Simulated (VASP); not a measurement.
# Si (Fd-3m) in VASP: a series of runs

Runs on Si. Level: LDA. Tasks: single point.

Everything below comes from runs of VASP 6.6.1. Logs are shortened: lines on timing, memory, paths and dates and some standing lists are left out, and cuts for length are marked.

### Step 1. The cell of the first run

Symmetry: Fd-3m, No. 227, cubic system. The conventional cell has a = 5.402 Å, b = 5.402 Å, c = 5.402 Å, α = 90.00°, β = 90.00°, γ = 90.00°. Within 3.1 Å of Si (site symmetry -43m) lie 4 Si at 2.34 Å.

### Step 2. Single point, LDA

Contents of INCAR:

```
ALGO     = Normal         # electronic algorithm
EDIFF    = 1E-6           # SCF threshold, eV
ENCUT    = 500            # plane-wave cutoff, eV
GGA_COMPAT= F            
ISIF     = 2              # what is computed and relaxed
ISMEAR   = 0              # smearing method
LASPH    = T              # aspherical terms in the spheres
LCHARG   = T              # write CHGCAR
LELF     = T              # ELF
LREAL    = F              # projectors in reciprocal space
LVHAR    = T            
LWAVE    = F              # write WAVECAR
NBANDS   = 11             # bands
NELM     = 120            # most SCF steps
PREC     = Accurate       # precision mode
SIGMA    = 0.02           # smearing width, eV
```

Contents of KPOINTS:

```
k-points
0
Gamma
  10 10 10
```

Contents of POSCAR:

```
Si
1.0
    0.0000000000      2.7009244561      2.7009244561
    2.7009244561      0.0000000000      2.7009244561
    2.7009244561      2.7009244561      0.0000000000
Si
2
Direct
    0.0000000000      0.0000000000      0.0000000000
    0.2500000000      0.2500000000      0.2500000000
```

Potentials or basis: VASP PAW LDA potentials, release 64 (Si).

Command:

```console
cat potpaw_LDA.64/Si/POTCAR > POTCAR
mpirun -np 1 vasp_std > vasp.out
```

OUTCAR:

```text
EDIFF = 1E-6
   ENCUT = 500
   ISIF = 2
   ISMEAR = 0
   LASPH = T
   LREAL = F
   NELM = 120
   PREC = Accurate

 ion  position               nearest neighbor table
   1  0.000  0.000  0.000-   2 2.34   2 2.34   2 2.34   2 2.34
   2  0.250  0.250  0.250-   1 2.34   1 2.34   1 2.34   1 2.34

  LATTYP: Found a face centered cubic cell.
 ALAT       =     5.4018489122

  Lattice vectors:

 A1 = (   0.0000000000,   2.7009244561,   2.7009244561)
 A2 = (   2.7009244561,   0.0000000000,   2.7009244561)
 A3 = (   2.7009244561,   2.7009244561,   0.0000000000)

Analysis of symmetry for initial positions (statically):
=====================================================================
 Subroutine PRICEL returns:
 Original cell was already a primitive cell.

 Routine SETGRP: Setting up the symmetry group for a
 face centered cubic supercell.

 Subroutine GETGRP returns: Found 48 space group operations
 (whereof 24 operations were pure point group operations)
 out of a pool of 48 trial point group operations.

The static configuration has the point symmetry T_d .
 The point group associated with its full space group is O_h .

Analysis of symmetry for dynamics (positions and initial velocities):
=====================================================================
 Subroutine PRICEL returns:
 Original cell was already a primitive cell.

 Routine SETGRP: Setting up the symmetry group for a
 face centered cubic supercell.

 Subroutine GETGRP returns: Found 48 space group operations
 (whereof 24 operations were pure point group operations)
 out of a pool of 48 trial point group operations.

The dynamic configuration has the point symmetry T_d .
 The point group associated with its full space group is O_h .

 Subroutine INISYM returns: Found 48 space group operations
 (whereof 24 operations are pure point group operations),
 and found     1 'primitive' translations

----------------------------------------------------------------------------------------

                                     Primitive cell

  volume of cell :      39.4064

  direct lattice vectors                    reciprocal lattice vectors
     0.000000000  2.700924456  2.700924456    -0.185121801  0.185121801  0.185121801
     2.700924456  0.000000000  2.700924456     0.185121801 -0.185121801  0.185121801
     2.700924456  2.700924456  0.000000000     0.185121801  0.185121801 -0.185121801

  length of vectors
     3.819683997  3.819683997  3.819683997     0.320640365  0.320640365  0.320640365
[... 88 lines left out ...]
   ISYM   =      2    0-nonsym 1-usesym 2-fastsym
   POTIM  = 0.5000    time-step for ionic-motion
   TEBEG  =    0.0;   TEEND  =   0.0 temperature during run
   PSTRESS=    0.0 pullay stress
   NELECT =       8.0000    total number of electrons
   NUPDOWN=      -1.0000    fix difference up-down
   EMIN   =  10.00;   EMAX   =-10.00  energy-range for DOS
   EFERMI =   0.00;   METHOD = LEGACY
   ISMEAR =     0;   SIGMA  =   0.02  broadening in eV -4-tet -1-fermi 0-gaus
   EFERMI_NEDOS =   21; number of points for ismear=-14 and -15
   IALGO  =     38    algorithm
   IMIX   =      4    mixing-type and parameters
     AMIX     =   0.40;   BMIX     =  1.00
     AMIX_MAG =   1.60;   BMIX_MAG =  1.00
  volume/ion in A,a.u.               =      19.70       132.96
  Fermi-wavevector in a.u.,A,eV,Ry     =   0.962164  1.818226 12.595721  0.925759
  Thomas-Fermi vector in A             =   2.091599
   LORBIT       =      0    0 simple, 1 ext, 2 COOP (PROOUT), +10 PAW based schemes
   GGA     = CA    functional components
   LHFCALC =     F    Hartree Fock is set to
   AEXX    =    0.0000 exact exchange contribution
   IVDW    =     0    specifies the selected vdW correction
   LEPSILON=     F    determine dielectric tensor
   LRPA    =     F    only Hartree local field effects (RPA)
 non-spin polarized calculation
 Gauss-broadening in eV      SIGMA  =   0.02
  energy-cutoff  :      500.00
  volume of cell :       39.41
 maximum number of plane-waves:      1012
   NGX = 13   NGY = 13   NGZ = 13

 number of electron       8.0000001 magnetization

 Free energy of the ion-electron system (eV)
  ---------------------------------------------------
  ext. energy  EPLUGINS =         0.00000000
  ---------------------------------------------------
  free energy    TOTEN  =       -11.91904226 eV

  energy without entropy =      -11.91904226  energy(sigma->0) =      -11.91904226

 E-fermi :   6.0969     XC(G=0):  -9.6658

 val. band max:        5.9340927347   @ k =   0.0000   0.0000   0.0000
 cond. band min:       6.3864995371   @ k =   0.4000   0.4000   0.0000
 fundamental gap:      0.4524068024
 Fermi energy:         6.0968513871

 k-point     1 :       0.0000    0.0000    0.0000
  band No.  band energies     occupation
      1      -6.1329      2.00000
      2       5.9341      2.00000
      3       5.9341      2.00000
      4       5.9341      2.00000
      5       8.4649      0.00000
      6       8.4649      0.00000
      7       8.4649      0.00000
      8       9.3270      0.00000
      9      13.6700      0.00000
     10      13.6700      0.00000
     11      13.6797      0.00000
[... 309 lines left out ...]
 k-point    24 :       0.4000    0.3000    0.0000
  band No.  band energies     occupation
      1      -3.9398      2.00000
      2       0.4917      2.00000
      3       3.0196      2.00000
      4       3.4620      2.00000
      5       6.8715      0.00000
      6       8.0658      0.00000
      7      12.8841      0.00000
      8      12.9993      0.00000
      9      16.4399      0.00000
     10      16.7255      0.00000
     11      18.0329      0.00000

 [... further k-points ...]

------------------------ aborting loop because EDIFF is reached ----------------------------------------

  FORCE on cell =-STRESS in cart. coord.  units (eV):
  Direction    XX          YY          ZZ          XY          YZ          ZX
  --------------------------------------------------------------------------------------
  -------------------------------------------------------------------------------------
  Total        0.0128859      0.0128859      0.0128859      0.0000000      0.0000000      0.0000000
  in kB        0.5239097      0.5239097      0.5239097      0.0000000      0.0000000      0.0000000
  external PRESSURE =       0.5239097 kB  Pullay stress =       0.0000000 kB

 VOLUME and BASIS-vectors are now :
 -----------------------------------------------------------------------------
  energy-cutoff  :      500.00
  volume of cell :       39.41
      direct lattice vectors                 reciprocal lattice vectors
     0.000000000  2.700924456  2.700924456    -0.185121801  0.185121801  0.185121801
     2.700924456  0.000000000  2.700924456     0.185121801 -0.185121801  0.185121801
     2.700924456  2.700924456  0.000000000     0.185121801  0.185121801 -0.185121801

 POSITION                                       TOTAL-FORCE (eV/Angst)
 -----------------------------------------------------------------------------------
      0.00000      0.00000      0.00000        -0.000000     -0.000000     -0.000000
      1.35046      1.35046      1.35046         0.000000      0.000000      0.000000
 -----------------------------------------------------------------------------------
    total drift:                                0.000000      0.000000     -0.000000

  FREE ENERGIE OF THE ION-ELECTRON SYSTEM (eV)
  ---------------------------------------------------
  free  energy   TOTEN  =       -11.9190422599 eV

  energy  without entropy=      -11.9190422599  energy(sigma->0) =      -11.91904226
```

stdout:

```text
POSCAR found type information on POSCAR Si
 POSCAR found :  1 types and       2 ions
 scaLAPACK will be used
 LDA part: xc-table for (Slater(with rela. corr.)+CA(PZ))
 , standard interpolation
 POSCAR, INCAR and KPOINTS ok, starting setup
 FFT: planning ... GRIDC
 FFT: planning ... GRID_SOFT
 FFT: planning ... GRID
 WAVECAR not read
 entering main loop
```

Wall time 26 s (1 thread of Intel Xeon 8259CL, shared host); peak memory 0.14 GiB.

Results:

- Free energy: -11.9190 eV
- Pressure: 0.1 GPa
- Band gap on the k mesh: 0.45 eV (least direct gap 2.53 eV)

Caveat: semilocal functionals underestimate gaps, and a narrow one can read as zero.

### Step 3. Single point, LDA

Contents of INCAR:

```
SYSTEM = Si
PREC     = Accurate       ! precision mode
ENCUT    = 500            ! plane-wave cutoff, eV
EDIFF    = 1E-6           ! SCF threshold, eV
ISMEAR   = 0              ! smearing method
SIGMA    = 0.02           ! smearing width, eV
LREAL    = .FALSE.        ! projectors in reciprocal space
LASPH    = .TRUE.         ! aspherical terms in the spheres
NELM     = 120            ! most SCF steps
ALGO     = Normal         ! electronic algorithm
ISIF     = 2              ! what is computed and relaxed
LWAVE    = .FALSE.        ! write WAVECAR
LCHARG   = .FALSE.        ! write CHGCAR
NBANDS   = 11             ! bands
GGA_COMPAT= .FALSE.
```

Contents of KPOINTS:

```
regular mesh
0
G
  12 12 12
  0 0 0
```

POSCAR is that of step 2.

Potentials or basis: VASP PAW LDA potentials, release 64 (Si).

Command:

```console
cat potpaw_LDA.64/Si/POTCAR > POTCAR
mpirun -np 1 vasp_std > vasp.out
```

OUTCAR:

```text
SYSTEM = Si
   PREC = Accurate
   ENCUT = 500
   EDIFF = 1E-6
   ISMEAR = 0
   LREAL = .FALSE.
   LASPH = .TRUE.
   NELM = 120
   ISIF = 2

 ion  position               nearest neighbor table
   1  0.000  0.000  0.000-   2 2.34   2 2.34   2 2.34   2 2.34
   2  0.250  0.250  0.250-   1 2.34   1 2.34   1 2.34   1 2.34

  LATTYP: Found a face centered cubic cell.
 ALAT       =     5.4018489122

  Lattice vectors:

 A1 = (   0.0000000000,   2.7009244561,   2.7009244561)
 A2 = (   2.7009244561,   0.0000000000,   2.7009244561)
 A3 = (   2.7009244561,   2.7009244561,   0.0000000000)

[... 522 lines left out ...]

  FORCE on cell =-STRESS in cart. coord.  units (eV):
  Direction    XX          YY          ZZ          XY          YZ          ZX
  --------------------------------------------------------------------------------------
  -------------------------------------------------------------------------------------
  Total        0.0127869      0.0127869      0.0127869      0.0000000      0.0000000      0.0000000
  in kB        0.5198883      0.5198883      0.5198883      0.0000000      0.0000000      0.0000000
  external PRESSURE =       0.5198883 kB  Pullay stress =       0.0000000 kB

 VOLUME and BASIS-vectors are now :
 -----------------------------------------------------------------------------
  energy-cutoff  :      500.00
  volume of cell :       39.41
      direct lattice vectors                 reciprocal lattice vectors
     0.000000000  2.700924456  2.700924456    -0.185121801  0.185121801  0.185121801
     2.700924456  0.000000000  2.700924456     0.185121801 -0.185121801  0.185121801
     2.700924456  2.700924456  0.000000000     0.185121801  0.185121801 -0.185121801

 POSITION                                       TOTAL-FORCE (eV/Angst)
 -----------------------------------------------------------------------------------
      0.00000      0.00000      0.00000         0.000000      0.000000      0.000000
      1.35046      1.35046      1.35046        -0.000000     -0.000000     -0.000000
 -----------------------------------------------------------------------------------
    total drift:                                0.000000      0.000000     -0.000000

  FREE ENERGIE OF THE ION-ELECTRON SYSTEM (eV)
  ---------------------------------------------------
  free  energy   TOTEN  =       -11.9197008392 eV

  energy  without entropy=      -11.9197008392  energy(sigma->0) =      -11.91970084
```

OSZICAR:

```text
N       E                     dE             d eps       ncg     rms          rms(c)
DAV:   1     0.526940079455E+01    0.52694E+01   -0.31665E+03  1584   0.548E+02
DAV:   2    -0.116209711603E+02   -0.16890E+02   -0.16107E+02  2049   0.837E+01
DAV:   3    -0.121863797417E+02   -0.56541E+00   -0.56328E+00  2024   0.128E+01
DAV:   4    -0.121912038727E+02   -0.48241E-02   -0.48235E-02  1880   0.148E+00
DAV:   5    -0.121912518449E+02   -0.47972E-04   -0.47972E-04  1998   0.136E-01    0.511E+00
DAV:   6    -0.120040006445E+02    0.18725E+00   -0.10925E-01  1816   0.131E+00    0.306E+00
DAV:   7    -0.119195430259E+02    0.84458E-01   -0.19257E-01  1802   0.179E+00    0.243E-01
DAV:   8    -0.119197200515E+02   -0.17703E-03   -0.80880E-03  1818   0.491E-01    0.828E-02
DAV:   9    -0.119196958558E+02    0.24196E-04   -0.21352E-04  1956   0.786E-02    0.632E-02
DAV:  10    -0.119197010168E+02   -0.51610E-05   -0.15876E-05  1855   0.232E-02    0.276E-02
DAV:  11    -0.119197008392E+02    0.17756E-06   -0.95486E-07  1249   0.518E-03
   1 F= -.11919701E+02 E0= -.11919701E+02  d E =-.273148E-32
```

stdout:

```text
POSCAR found type information on POSCAR Si
 POSCAR found :  1 types and       2 ions
 scaLAPACK will be used
 LDA part: xc-table for (Slater(with rela. corr.)+CA(PZ))
 , standard interpolation
 POSCAR, INCAR and KPOINTS ok, starting setup
 FFT: planning ... GRIDC
 FFT: planning ... GRID_SOFT
 FFT: planning ... GRID
 WAVECAR not read
 entering main loop
```

Run time: 37 s. Hardware: 1 thread of Intel Xeon 8259CL, shared host; peak memory 0.14 GiB.

Results:

| Item | Value |
| --- | --- |
| Free energy | -11.9197 eV |
| Pressure | 0.1 GPa |
| Band gap on the k mesh | 0.44 eV (least direct gap 2.53 eV) |

Caveat: semilocal functionals underestimate gaps, and a narrow one can read as zero.
